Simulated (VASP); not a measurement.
# TiO2 (I4_1/amd) in VASP: notebook

TiO2 is run at these levels: PBE+U; tasks: single point.

Program: VASP 6.6.1. These are calculated values, not measurements. Logs are shortened: lines on timing, memory, paths and dates and some standing lists are left out, and cuts for length are marked.

### Step 1. The cell of the first run

The structure is tetragonal, space group I4_1/amd (No. 141). Conventional cell: a = 3.881 Å, b = 3.881 Å, c = 9.258 Å, α = 90.00°, β = 90.00°, γ = 90.00°. Within 2.5 Å of Ti (site symmetry -4m2) lie 6 O at 1.90 to 1.98 Å. O (site symmetry 2mm) has 3 Ti at 1.90 to 1.98 Å and 2 O at 2.44 Å within 2.5 Å.

### Step 2. Single point, PBE+U

INCAR

```
SYSTEM = TiO2
PREC     = Accurate       ! precision mode
ENCUT    = 520            ! plane-wave cutoff, eV
EDIFF    = 1E-7           ! SCF threshold, eV
ISMEAR   = 0              ! smearing method
SIGMA    = 0.05           ! smearing width, eV
LREAL    = .False.        ! projectors in reciprocal space
LASPH    = .True.         ! aspherical terms in the spheres
NELM     = 150            ! most SCF steps
ALGO     = Normal         ! electronic algorithm
ISIF     = 2              ! what is computed and relaxed
LWAVE    = .False.        ! write WAVECAR
LCHARG   = .False.        ! write CHGCAR
LMAXMIX  = 4              ! l up to which the mixer works
LDAU     = .True.         ! DFT+U
LDAUTYPE = 2            
LDAUL    = 2 -1           ! shell
LDAUU    = 4 0            ! U, eV
LDAUJ    = 0 0          
LDAUPRINT= 1            
GGA      = PE             ! functional
NBANDS   = 33             ! bands
```

KPOINTS

```
regular mesh
0
Gamma
  8 8 8
  0 0 0
```

POSCAR

```
TiO2
1.0
   -1.9404500000      1.9404500000      4.6291000000
    1.9404500000     -1.9404500000      4.6291000000
    1.9404500000      1.9404500000     -4.6291000000
Ti O
2 4
Direct
    0.0000000000      0.0000000000      0.0000000000
    0.7500000000      0.2500000000      0.5000000000
    0.2052277854      0.2052277854      0.0000000000
    0.9552277854      0.4552277854      0.5000000000
    0.5447722146      0.0447722146      0.5000000000
    0.7947722146      0.7947722146      0.0000000000
```

Potentials or basis: VASP PAW PBE potentials, release 64 (Ti_sv, O).

Launch:

```sh
$ cat potpaw_PBE.64/Ti_sv/POTCAR potpaw_PBE.64/O/POTCAR > POTCAR
$ mpirun -np 1 vasp_std > vasp.out
```

OUTCAR:

```text
SYSTEM = TiO2
   PREC = Accurate
   ENCUT = 520
   EDIFF = 1E-7
   ISMEAR = 0
   LREAL = .False.
   LASPH = .True.
   NELM = 150
   ISIF = 2
   GGA = PE

 ion  position               nearest neighbor table
   1  0.000  0.000  0.000-   3 1.90   6 1.90   5 1.98   4 1.98   5 1.98   4 1.98
   2  0.750  0.250  0.500-   4 1.90   5 1.90   6 1.98   3 1.98   6 1.98   3 1.98
   3  0.205  0.205  0.000-   1 1.90   2 1.98   2 1.98
   4  0.955  0.455  0.500-   2 1.90   1 1.98   1 1.98
   5  0.545  0.045  0.500-   2 1.90   1 1.98   1 1.98
   6  0.795  0.795  0.000-   1 1.90   2 1.98   2 1.98

  LATTYP: Found a body centered tetragonal cell.
 ALAT       =     3.8809000000
 C/A-ratio  =     2.3855806643

  Lattice vectors:

 A1 = (  -1.9404500000,   1.9404500000,   4.6291000000)
 A2 = (   1.9404500000,  -1.9404500000,   4.6291000000)
 A3 = (   1.9404500000,   1.9404500000,  -4.6291000000)

Analysis of symmetry for initial positions (statically):
=====================================================================
 Subroutine PRICEL returns:
 Original cell was already a primitive cell.

 Routine SETGRP: Setting up the symmetry group for a
 body centered tetragonal supercell.

 Subroutine GETGRP returns: Found 16 space group operations
 (whereof  8 operations were pure point group operations)
 out of a pool of 16 trial point group operations.

The static configuration has the point symmetry D_2d.
 The point group associated with its full space group is D_4h.

Analysis of symmetry for dynamics (positions and initial velocities):
=====================================================================
 Subroutine PRICEL returns:
 Original cell was already a primitive cell.

 Routine SETGRP: Setting up the symmetry group for a
 body centered tetragonal supercell.

 Subroutine GETGRP returns: Found 16 space group operations
 (whereof  8 operations were pure point group operations)
 out of a pool of 16 trial point group operations.

The dynamic configuration has the point symmetry D_2d.
 The point group associated with its full space group is D_4h.

[... 197 lines left out ...]
  0.0000 -0.0000  0.2839 -0.0000 -0.0000
 -0.0000 -0.0000 -0.0000  0.1062  0.0000
 -0.0000 -0.0000 -0.0000  0.0000  0.2277

 occupancies and eigenvectors

  o =  0.0907  v =  1.0000  0.0000  0.0000  0.0000  0.0000  0.0000  0.0000  0.0000  0.0000  0.0000      0.0000  0.0000  0.0000  0.0000  0.0000  0.0000  0.0000  0.0000  0.0000  0.0000
  o =  0.0907  v =  0.0000  0.0000  0.0000  0.0000  0.0000  1.0000  0.0000  0.0000  0.0000  0.0000      0.0000  0.0000  0.0000  0.0000  0.0000  0.0000  0.0000  0.0000  0.0000  0.0000
  o =  0.1062  v =  0.0000  0.9242  0.0000  0.3820 -0.0000  0.0000  0.0000  0.0000  0.0000  0.0000      0.0000  0.0000  0.0000  0.0000  0.0000  0.0000  0.0000  0.0000  0.0000  0.0000
  o =  0.1062  v =  0.0000  0.0000  0.0000  0.0000  0.0000  0.0000  0.9242  0.0000  0.3820 -0.0000      0.0000  0.0000  0.0000  0.0000  0.0000  0.0000  0.0000  0.0000  0.0000  0.0000
  o =  0.1062  v =  0.0000 -0.3820  0.0000  0.9242  0.0000  0.0000  0.0000  0.0000  0.0000  0.0000      0.0000  0.0000  0.0000  0.0000  0.0000  0.0000  0.0000  0.0000  0.0000  0.0000
  o =  0.1062  v =  0.0000  0.0000  0.0000  0.0000  0.0000  0.0000 -0.3820  0.0000  0.9242  0.0000      0.0000  0.0000  0.0000  0.0000  0.0000  0.0000  0.0000  0.0000  0.0000  0.0000
  o =  0.2277  v =  0.0000  0.0000  0.0000  0.0000  0.0000  0.0000  0.0000 -0.0000  0.0000  1.0000      0.0000  0.0000  0.0000  0.0000  0.0000  0.0000  0.0000  0.0000  0.0000  0.0000
  o =  0.2277  v =  0.0000  0.0000 -0.0000  0.0000  1.0000  0.0000  0.0000  0.0000  0.0000  0.0000      0.0000  0.0000  0.0000  0.0000  0.0000  0.0000  0.0000  0.0000  0.0000  0.0000
  o =  0.2839  v =  0.0000  0.0000  0.0000  0.0000  0.0000  0.0000  0.0000  1.0000 -0.0000  0.0000      0.0000  0.0000  0.0000  0.0000  0.0000  0.0000  0.0000  0.0000  0.0000  0.0000
  o =  0.2839  v =  0.0000  0.0000  1.0000 -0.0000  0.0000  0.0000  0.0000  0.0000  0.0000  0.0000      0.0000  0.0000  0.0000  0.0000  0.0000  0.0000  0.0000  0.0000  0.0000  0.0000

 number of electron      48.0000000 magnetization

 Free energy of the ion-electron system (eV)
  ---------------------------------------------------
  ext. energy  EPLUGINS =         0.00000000
  ---------------------------------------------------
  free energy    TOTEN  =       -48.22059201 eV

  energy without entropy =      -48.22059201  energy(sigma->0) =      -48.22059201

 E-fermi :   3.5124     XC(G=0): -10.6082

 val. band max:        3.2484523248   @ k =  -0.3750   0.3750   0.0000
 cond. band min:       6.0097611261   @ k =   0.0000   0.0000   0.0000
 fundamental gap:      2.7613088013
 Fermi energy:         3.5123906826

 k-point     1 :       0.0000    0.0000    0.0000
  band No.  band energies     occupation
      1     -54.0100      2.00000
      2     -53.9470      2.00000
      3     -30.4326      2.00000
      4     -30.1913      2.00000
      5     -30.1913      2.00000
      6     -30.1117      2.00000
[... 853 lines left out ...]
     32      10.0473      0.00000
     33      10.4395      0.00000

 [... further k-points ...]

------------------------ aborting loop because EDIFF is reached ----------------------------------------

  FORCE on cell =-STRESS in cart. coord.  units (eV):
  Direction    XX          YY          ZZ          XY          YZ          ZX
  --------------------------------------------------------------------------------------
  -------------------------------------------------------------------------------------
  Total        1.7848725      1.7848725     11.6151958      0.0000000      0.0000000      0.0000000
  in kB       41.0162843     41.0162843    266.9166408      0.0000000      0.0000000      0.0000000
  external PRESSURE =     116.3164031 kB  Pullay stress =       0.0000000 kB

 VOLUME and BASIS-vectors are now :
 -----------------------------------------------------------------------------
  energy-cutoff  :      520.00
  volume of cell :       69.72
      direct lattice vectors                 reciprocal lattice vectors
    -1.940450000  1.940450000  4.629100000     0.000000000  0.257672189  0.108012357
     1.940450000 -1.940450000  4.629100000     0.257672189  0.000000000  0.108012357
     1.940450000  1.940450000 -4.629100000     0.257672189  0.257672189  0.000000000

 POSITION                                       TOTAL-FORCE (eV/Angst)
 -----------------------------------------------------------------------------------
      0.00000      0.00000      0.00000        -0.000000     -0.000000     -0.000000
      0.00000      1.94045      2.31455        -0.000000     -0.000000     -0.000000
      0.00000      0.00000      1.90004        -0.000000      0.000000      1.478495
      0.00000      1.94045      4.21459         0.000000     -0.000000      1.478495
      0.00000      1.94045      0.41451         0.000000     -0.000000     -1.478495
      0.00000      0.00000      7.35816        -0.000000      0.000000     -1.478495
 -----------------------------------------------------------------------------------
    total drift:                                0.000000      0.000000     -0.000000

  FREE ENERGIE OF THE ION-ELECTRON SYSTEM (eV)
  ---------------------------------------------------
  free  energy   TOTEN  =       -48.2205920108 eV

  energy  without entropy=      -48.2205920108  energy(sigma->0) =      -48.22059201
```

OSZICAR:

```text
N       E                     dE             d eps       ncg     rms          rms(c)
DAV:   1     0.669708032004E+03    0.66971E+03   -0.24080E+04  3894   0.169E+03
DAV:   2     0.332591813052E+02   -0.63645E+03   -0.59270E+03  4269   0.509E+02
DAV:   3    -0.621023441543E+02   -0.95362E+02   -0.94022E+02  5321   0.191E+02
DAV:   4    -0.671239132874E+02   -0.50216E+01   -0.50100E+01  5812   0.423E+01
DAV:   5    -0.673216746912E+02   -0.19776E+00   -0.19774E+00  5015   0.656E+00    0.325E+01
DAV:   6    -0.475943248739E+02    0.19727E+02   -0.82262E+01  5318   0.910E+01    0.917E+00
DAV:   7    -0.482684804148E+02   -0.67416E+00   -0.12820E+01  5241   0.243E+01    0.812E+00
DAV:   8    -0.481803859785E+02    0.88094E-01   -0.64059E-01  5654   0.671E+00    0.479E+00
DAV:   9    -0.482194418882E+02   -0.39056E-01   -0.45169E-01  4976   0.526E+00    0.958E-01
DAV:  10    -0.482249319240E+02   -0.54900E-02   -0.61489E-02  5884   0.166E+00    0.746E-01
DAV:  11    -0.482209002549E+02    0.40317E-02   -0.11210E-02  4815   0.137E+00    0.186E-01
DAV:  12    -0.482207130517E+02    0.18720E-03   -0.28944E-03  5322   0.329E-01    0.111E-01
DAV:  13    -0.482206063817E+02    0.10667E-03   -0.90913E-04  5071   0.220E-01    0.413E-02
DAV:  14    -0.482205968242E+02    0.95574E-05   -0.16867E-04  5204   0.137E-01    0.285E-02
DAV:  15    -0.482205915224E+02    0.53018E-05   -0.23229E-05  4884   0.545E-02    0.333E-03
DAV:  16    -0.482205919719E+02   -0.44956E-06   -0.19605E-06  4937   0.976E-03    0.218E-03
DAV:  17    -0.482205920108E+02   -0.38856E-07   -0.10913E-07  2902   0.264E-03
   1 F= -.48220592E+02 E0= -.48220592E+02  d E =-.187297E-15
```

Wall time 5.9 min (1 thread of Intel Xeon 8259CL, shared host); peak memory 0.27 GiB.

What came out:

```yaml
Free_energy: -48.2206 eV
Pressure: 11.6 GPa
Largest_force: 1.478 eV/Å
Band_gap_on_the_k_mesh: 2.76 eV (least direct gap 3.01 eV)
```

Forces in eV/Å, atoms in the order of the input:
```
Ti   0.000  0.000  0.000
Ti   0.000  0.000  0.000
O    0.000  0.000  1.478
O    0.000  0.000  1.478
O    0.000  0.000 -1.478
O    0.000  0.000 -1.478
```

Levels at points of the mesh, in eV from the valence-band top:
| k point | band 22 | band 23 | band 24 | band 25 | band 26 | band 27 |
| --- | --- | --- | --- | --- | --- | --- |
| (0.00, 0.00, 0.00) | -0.45 | -0.36 | -0.36 | 2.76 | 3.67 | 4.61 |
| (0.50, 0.00, 0.00) | -0.78 | -0.62 | -0.46 | 3.78 | 4.14 | 4.14 |
| (0.50, 0.50, 0.00) | -1.70 | -0.02 | -0.02 | 4.03 | 4.03 | 4.41 |
| (0.50, 0.50, 0.50) | -1.01 | -0.05 | -0.05 | 3.19 | 3.19 | 4.49 |

Eigenvalues of the final occupation matrices:
```
    site  spin  trace               eigenvalues
site 1 d     1   0.81  0.09 0.11 0.11 0.23 0.28
site 1 d     2   0.81  0.09 0.11 0.11 0.23 0.28
site 2 d     1   0.81  0.09 0.11 0.11 0.23 0.28
site 2 d     2   0.81  0.09 0.11 0.11 0.23 0.28
```

Caveat: the stress differs along the axes, from 4 to 27 GPa; forces of over 1 eV/Å act on the atoms, so gaps and moduli don't describe the material at rest. A k mesh can miss the band edges.

(Part 1 of 2 ends here.)
